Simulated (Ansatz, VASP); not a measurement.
**Two plane-wave programs on Sc**

```
Sc
1.0
     3.22691    0.00000    0.00000
    -1.61345    2.79458    0.00000
     0.00000    0.00000    5.00943
Sc
2
Direct
  0.33333 0.66667 0.25000
  0.66667 0.33333 0.75000
```

Alike in both runs: task single point; functional LDA; k mesh 6 × 6 × 3; occupations fermi-dirac, width 0.1 eV; no spin polarisation.

|  | VASP | Ansatz |
| --- | --- | --- |
| version | VASP 6.6.1 | Ansatz 0.2.0 |
| potentials or method | VASP PAW LDA potentials, release 64 (Sc_sv), cutoff 500 eV | plane waves (420 eV) with PAW, scalar-relativistic |
| valence electrons in the cell | 22 | 22 |

Ansatz gave:

| Property | Result |
| --- | --- |
| pressure (GPa) | -0.2 |
| traceless stress, the component that is largest in VASP (GPa) | 0.15 |

**Question.** Which values does VASP return?

**Answer.** Pressure (GPa): -0.1; traceless stress, the component that is largest in VASP (GPa): 0.15.

Ansatz warns that its potentials were made for another functional, while VASP's fit it. LDA's correlation is that of Perdew and Zunger in VASP and of Perdew and Wang (1992) in Ansatz.

The k mesh is coarse, so the values compare programs but aren't converged.
